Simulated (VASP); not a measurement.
# La (P6_3/mmc) in VASP: further runs

Runs on La. Level: r2SCAN. Tasks: single point.

All numbers are computed with VASP 6.6.1; they aren't measurements. Logs are shortened: lines on timing, memory, paths and dates and some standing lists are left out, and cuts for length are marked.

**1. The cell of the first run**

Symmetry: P6_3/mmc, No. 194, hexagonal system. The conventional cell has a = 3.787 Å, b = 3.787 Å, c = 12.062 Å, α = 90.00°, β = 90.00°, γ = 120.00°. La (site symmetry -3m) has 12 La at 3.72 to 3.79 Å within 4.9 Å. Within 4.9 Å of La (site symmetry -6m2) lie 12 La at 3.72 to 3.79 Å.

**2. Single point, r2SCAN**

The input, POSCAR:

```
La
1.0
    3.7871654501      0.0000000000      0.0000000000
   -1.8935827250      3.2797814882      0.0000000000
    0.0000000000      0.0000000000     12.0620933628
La
4
Direct
    0.0000000000      0.0000000000      0.0000000000
    0.0000000000      0.0000000000      0.5000000000
    0.3333333333      0.6666666667      0.7500000000
    0.6666666667      0.3333333333      0.2500000000
```

The input, INCAR.step1:

```
PREC = Accurate
ENCUT = 520
ISMEAR = -1
SIGMA = 0.1
LREAL = False
LASPH = True
NELM = 80
NBANDS = 30
GGA = PE
ALGO = Normal
EDIFF = 1E-4
LWAVE = True
LCHARG = False
```

The input, INCAR.step2:

```
PREC = Accurate
ENCUT = 520
EDIFF = 1E-6
ISMEAR = -1
SIGMA = 0.1
LREAL = False
LASPH = True
NELM = 80
ALGO = Normal
ISIF = 2
LWAVE = False
LCHARG = False
METAGGA = R2SCAN
LMIXTAU = True
NBANDS = 30
ISTART = 1
```

The input, KPOINTS:

```
regular mesh
0
Gamma
  5 5 2
```

Potentials or basis: VASP PAW PBE potentials, release 64 (La).

The run is started by

```console
$ cat potpaw_PBE.64/La/POTCAR > POTCAR
$ cp INCAR.step1 INCAR
$ mpirun -np 1 vasp_std > vasp.out
$ cp INCAR.step2 INCAR
$ mpirun -np 1 vasp_std > vasp.out
```

OUTCAR:

```text
PREC = Accurate
   ENCUT = 520
   EDIFF = 1E-6
   ISMEAR = -1
   LREAL = False
   LASPH = True
   NELM = 80
   ISIF = 2
   METAGGA = R2SCAN
   ISTART = 1

 ion  position               nearest neighbor table
   1  0.000  0.000  0.000-
   2  0.000  0.000  0.500-
   3  0.333  0.667  0.750-
   4  0.667  0.333  0.250-

  LATTYP: Found a hexagonal cell.
 ALAT       =     3.7871654501
 C/A-ratio  =     3.1849924493

  Lattice vectors:

 A1 = (   3.7871654501,   0.0000000000,   0.0000000000)
 A2 = (  -1.8935827250,   3.2797814882,   0.0000000000)
 A3 = (   0.0000000000,   0.0000000000,  12.0620933628)

Analysis of symmetry for initial positions (statically):
=====================================================================
 Subroutine PRICEL returns:
 Original cell was already a primitive cell.

 Routine SETGRP: Setting up the symmetry group for a
 hexagonal supercell.

 Subroutine GETGRP returns: Found 24 space group operations
 (whereof 12 operations were pure point group operations)
 out of a pool of 24 trial point group operations.

The static configuration has the point symmetry D_3d.
 The point group associated with its full space group is D_6h.

Analysis of symmetry for dynamics (positions and initial velocities):
=====================================================================
 Subroutine PRICEL returns:
 Original cell was already a primitive cell.

 Routine SETGRP: Setting up the symmetry group for a
 hexagonal supercell.

 Subroutine GETGRP returns: Found 24 space group operations
 (whereof 12 operations were pure point group operations)
 out of a pool of 24 trial point group operations.

The dynamic configuration has the point symmetry D_3d.
 The point group associated with its full space group is D_6h.

 Subroutine INISYM returns: Found 24 space group operations
 (whereof 12 operations are pure point group operations),
 and found     1 'primitive' translations

----------------------------------------------------------------------------------------

                                     Primitive cell

  volume of cell :     149.8242

  direct lattice vectors                    reciprocal lattice vectors
     3.787165450  0.000000000  0.000000000     0.264049726  0.152449180  0.000000000
[... 71 lines left out ...]
   LSORBIT =      F    spin-orbit coupling
   LASPH  =      T    aspherical Exc in radial PAW
   ENCUT  =  520.0 eV  38.22 Ry    6.18 a.u.   7.04  7.04 22.43*2*pi/ulx,y,z
   NELM   =     80;   NELMIN=  2; NELMDL=  0     # of ELM steps
   EDIFF  = 0.1E-05   stopping-criterion for ELM
   LREAL  =      F    real-space projection
   EDIFFG = 0.1E-04   stopping-criterion for IOM
   NSW    =      0    number of steps for IOM
   IBRION =     -1    ionic relax: 0-MD 1-quasi-New 2-CG
   NFREE  =      0    steps in history (QN), initial steepest desc. (CG)
   ISIF   =      2    stress and relaxation
   ISYM   =      2    0-nonsym 1-usesym 2-fastsym
   POTIM  = 0.5000    time-step for ionic-motion
   TEBEG  =    0.0;   TEEND  =   0.0 temperature during run
   PSTRESS=    0.0 pullay stress
   NELECT =      44.0000    total number of electrons
   NUPDOWN=      -1.0000    fix difference up-down
   EMIN   =  10.00;   EMAX   =-10.00  energy-range for DOS
   EFERMI =   0.00;   METHOD = LEGACY
   ISMEAR =    -1;   SIGMA  =   0.10  broadening in eV -4-tet -1-fermi 0-gaus
   EFERMI_NEDOS =   21; number of points for ismear=-14 and -15
   IALGO  =     38    algorithm
   IMIX   =      4    mixing-type and parameters
     AMIX     =   0.40;   BMIX     =  1.00
     AMIX_MAG =   1.60;   BMIX_MAG =  1.00
  volume/ion in A,a.u.               =      37.46       252.77
  Fermi-wavevector in a.u.,A,eV,Ry     =   1.088174  2.056351 16.110973  1.184123
  Thomas-Fermi vector in A             =   2.224350
   LORBIT       =      0    0 simple, 1 ext, 2 COOP (PROOUT), +10 PAW based schemes
   METAGGA = R2SCAN    functional components
   LHFCALC =     F    Hartree Fock is set to
   AEXX    =    0.0000 exact exchange contribution
   IVDW    =     0    specifies the selected vdW correction
   LEPSILON=     F    determine dielectric tensor
   LRPA    =     F    only Hartree local field effects (RPA)
 non-spin polarized calculation
  energy-cutoff  :      520.00
  volume of cell :      149.82
 maximum number of plane-waves:      4055
   NGX = 15   NGY = 15   NGZ = 45

 number of electron      43.9999998 magnetization

 Free energy of the ion-electron system (eV)
  ---------------------------------------------------
  ext. energy  EPLUGINS =         0.00000000
  ---------------------------------------------------
  free energy    TOTEN  =      -118.98709701 eV

  energy without entropy =     -118.75563570  energy(sigma->0) =     -118.87136635

 E-fermi :   7.8772     XC(G=0): -10.1744

 val. band max:        7.8643436194   @ k =   0.4000   0.2000   0.0000
 cond. band min:       7.9662821101   @ k =   0.4000   0.2000   0.0000
 fundamental gap:      0.1019384907
 Fermi energy:         7.8771718691

 k-point     1 :       0.0000    0.0000    0.0000
  band No.  band energies     occupation
      1     -26.1899      2.00000
      2     -26.0950      2.00000
      3     -26.0604      2.00000
      4     -25.9616      2.00000
      5     -10.1629      2.00000
      6      -9.4839      2.00000
[... 319 lines left out ...]
     29       9.7885      0.00000
     30       9.7886      0.00000

------------------------ aborting loop because EDIFF is reached ----------------------------------------

  FORCE on cell =-STRESS in cart. coord.  units (eV):
  Direction    XX          YY          ZZ          XY          YZ          ZX
  --------------------------------------------------------------------------------------
  -------------------------------------------------------------------------------------
  Total        0.6184719      0.6184719     -0.5630135      0.0000000      0.0000000      0.0000000
  in kB        6.6137638      6.6137638     -6.0207076      0.0000000      0.0000000      0.0000000
  external PRESSURE =       2.4022733 kB  Pullay stress =       0.0000000 kB

 VOLUME and BASIS-vectors are now :
 -----------------------------------------------------------------------------
  energy-cutoff  :      520.00
  volume of cell :      149.82
      direct lattice vectors                 reciprocal lattice vectors
     3.787165450  0.000000000  0.000000000     0.264049726  0.152449180  0.000000000
    -1.893582725  3.279781488  0.000000000     0.000000000  0.304898361  0.000000000
     0.000000000  0.000000000 12.062093363     0.000000000  0.000000000  0.082904349

 POSITION                                       TOTAL-FORCE (eV/Angst)
 -----------------------------------------------------------------------------------
      0.00000      0.00000      0.00000         0.000000      0.000000     -0.000000
      0.00000      0.00000      6.03105        -0.000000      0.000000     -0.000000
     -0.00000      2.18652      9.04657         0.000000     -0.000000     -0.000000
      1.89358      1.09326      3.01552        -0.000000      0.000000      0.000000
 -----------------------------------------------------------------------------------
    total drift:                               -0.000000      0.000000      0.000000

  FREE ENERGIE OF THE ION-ELECTRON SYSTEM (eV)
  ---------------------------------------------------
  free  energy   TOTEN  =      -118.9870970067 eV

  energy  without entropy=     -118.7556356973  energy(sigma->0) =     -118.87136635
```

OSZICAR.step1:

```text
N       E                     dE             d eps       ncg     rms          rms(c)
DAV:   1     0.572580378007E+03    0.57258E+03   -0.14635E+04   600   0.197E+03
DAV:   2     0.119604741692E+03   -0.45298E+03   -0.44260E+03   872   0.389E+02
DAV:   3    -0.332222970929E+01   -0.12293E+03   -0.12067E+03  1016   0.236E+02
DAV:   4    -0.172948281859E+02   -0.13973E+02   -0.13646E+02  1120   0.853E+01
DAV:   5    -0.192428512607E+02   -0.19480E+01   -0.18780E+01  1184   0.323E+01    0.494E+00
DAV:   6    -0.195148074130E+02   -0.27196E+00   -0.28433E+00  1192   0.131E+01    0.247E+00
DAV:   7    -0.195555897716E+02   -0.40782E-01   -0.42100E-01  1184   0.586E+00    0.653E-01
DAV:   8    -0.195653963342E+02   -0.98066E-02   -0.57417E-02  1200   0.197E+00    0.173E-01
DAV:   9    -0.195670467906E+02   -0.16505E-02   -0.76094E-03  1024   0.796E-01    0.767E-02
DAV:  10    -0.195672768547E+02   -0.23006E-03   -0.13836E-03   944   0.364E-01    0.239E-02
DAV:  11    -0.195672773703E+02   -0.51560E-06   -0.22086E-04   712   0.180E-01
   1 F= -.19567277E+02 E0= -.19439877E+02  d E =-.254802E+00
```

It took 8.7 min on 1 thread of AMD EPYC 7R43 (Zen 3), shared host; peak memory 0.25 GiB.

What came out:

- Free energy: -118.9871 eV
- Pressure: 0.2 GPa
- Band gap on the k mesh: zero (bands 22 and 23 overlap by 1.02 eV)

Caveat: the k points lie up to 0.38 Å⁻¹ apart, too coarse for converged energies and pressures of a metal; the PAW data sets were made with another functional, which shifts forces and pressure a little; spin-orbit coupling is left out, which moves the levels of the heavy elements.

**3. Single point, r2SCAN**

The input, POSCAR:

```
La
1.0
    3.7871652420      0.0000000000      0.0000000000
   -1.8935826210      3.2797813079      0.0000000000
    0.0000000000      0.0000000000     12.0620946415
La
4
Direct
    1.0000000000      0.0000000000      0.0000000000
    1.0000000000      0.0000000000      0.5000000000
    0.3333333333      0.6666666667      0.7500000000
    0.6666666667      0.3333333333      0.2500000000
```

The input, INCAR.step1:

```
SYSTEM = La
PREC = Accurate
ENCUT = 520
ISMEAR = -1
SIGMA = 0.03
LREAL = .FALSE.
LASPH = .TRUE.
NELM = 60
NBANDS = 30
GGA = PE
ALGO = Normal
EDIFF = 1E-4
LWAVE = .TRUE.
LCHARG = .FALSE.
```

The input, INCAR.step2:

```
SYSTEM = La
PREC = Accurate
ENCUT = 520
EDIFF = 1E-6
ISMEAR = -1
SIGMA = 0.03
LREAL = .FALSE.
LASPH = .TRUE.
NELM = 60
ALGO = Normal
ISIF = 2
LWAVE = .FALSE.
LCHARG = .TRUE.
METAGGA = R2SCAN
LMIXTAU = .TRUE.
LELF = .TRUE.
LVHAR = .TRUE.
NBANDS = 30
ISTART = 1
```

The input, KPOINTS:

```
regular mesh
0
G
  10 10 3
  0 0 0
```

Potentials or basis: VASP PAW PBE potentials, release 64 (La).

The run is started by

```console
$ cat potpaw_PBE.64/La/POTCAR > POTCAR
$ cp INCAR.step1 INCAR
$ mpirun -np 1 vasp_std > vasp.out
$ cp INCAR.step2 INCAR
$ mpirun -np 1 vasp_std > vasp.out
```

Wall time 6.8 min (1 thread of AMD EPYC 9R45 (Zen 5), shared host); peak memory 0.31 GiB.

Results (log left out):

```yaml
Free_energy: -118.9800 eV
Pressure: 0.1 GPa
Band_gap_on_the_k_mesh: zero (bands 22 and 23 overlap by 1.29 eV)
```

Stress tensor (GPa, compression positive):
```
 0.12  0.00  0.00
 0.00  0.12  0.00
 0.00  0.00 -0.05
```

Levels at points of the mesh, in eV from the Fermi level:
```
           k point  band 20  band 21  band 22  band 23  band 24  band 25
(0.00, 0.00, 0.00)    -1.83     0.52     0.70     1.35     1.35     1.42
(0.50, 0.00, 0.00)    -1.07    -0.66    -0.29    -0.21     0.52     0.99
```

Caveat: the PAW data sets were made with another functional, which shifts forces and pressure a little; spin-orbit coupling is left out, which moves the levels of the heavy elements.

**4. Single point, r2SCAN**

POSCAR is that of step 3.

The input, INCAR.step1:

```
SYSTEM = La
  PREC = Accurate
  ENCUT = 520
  ISMEAR = -1
  SIGMA = 0.2
  LREAL = .FALSE.
  LASPH = .TRUE.
  NELM = 100
  NBANDS = 30
  GGA = PE
  ALGO = Normal
  EDIFF = 1E-4
  LWAVE = .TRUE.
  LCHARG = .FALSE.
```

The input, INCAR.step2:

```
SYSTEM = La
  PREC = Accurate
  ENCUT = 520
  EDIFF = 1E-7
  ISMEAR = -1
  SIGMA = 0.2
  LREAL = .FALSE.
  LASPH = .TRUE.
  NELM = 100
  ALGO = Normal
  ISIF = 2
  LWAVE = .FALSE.
  LCHARG = .FALSE.
  METAGGA = R2SCAN
  LMIXTAU = .TRUE.
  NBANDS = 30
  ISTART = 1
```

KPOINTS is that of step 3.

The run is started by

```console
$ cat potpaw_PBE.64/La/POTCAR > POTCAR
$ cp INCAR.step1 INCAR
$ mpirun -np 1 vasp_std > vasp.out
$ cp INCAR.step2 INCAR
$ mpirun -np 1 vasp_std > vasp.out
```

Wall time 8 min (1 thread of AMD EPYC 9R45 (Zen 5), shared host); peak memory 0.31 GiB.

Results (log left out):

- Free energy: -119.3647 eV
- Pressure: 0.3 GPa
- Band gap on the k mesh: zero (bands 22 and 23 overlap by 1.30 eV)

Stress tensor (GPa, compression positive):
```
0.25 0.00 0.00
0.00 0.25 0.00
0.00 0.00 0.44
```

Levels at points of the mesh, in eV from the Fermi level:
```
           k point  band 19  band 20  band 21  band 22  band 23  band 24  band 25  band 26
(0.00, 0.00, 0.00)    -1.92    -1.81     0.56     0.72     1.36     1.36     1.45     1.45
(0.50, 0.00, 0.00)    -1.59    -1.08    -0.63    -0.27    -0.20     0.55     1.03     1.29
```

Caveat: the PAW data sets were made with another functional, which shifts forces and pressure a little; spin-orbit coupling is left out, which moves the levels of the heavy elements.

**5. The runs side by side**

```csv
k mesh,smearing,gap on the mesh (eV),pressure (GPa)
5 × 5 × 2,fermi-dirac 0.1 eV,none,0.2
10 × 10 × 3,fermi-dirac 0.03 eV,none,0.1
10 × 10 × 3,fermi-dirac 0.2 eV,none,0.3
```

Alike in all rows: task single point; level r2SCAN; potentials or basis VASP PAW PBE potentials, release 64 (La); no spin polarisation; cell as given; cutoff (eV) 520.

Caveats: some runs use coarse meshes; the PAW data sets were made with another functional, which shifts forces and pressure a little; spin-orbit coupling is left out, which moves the levels of the heavy elements.

Absolute energies hang on the potentials; compare differences alone.

The gap in the log of VASP goes by the Fermi energy; the results here count the filled bands.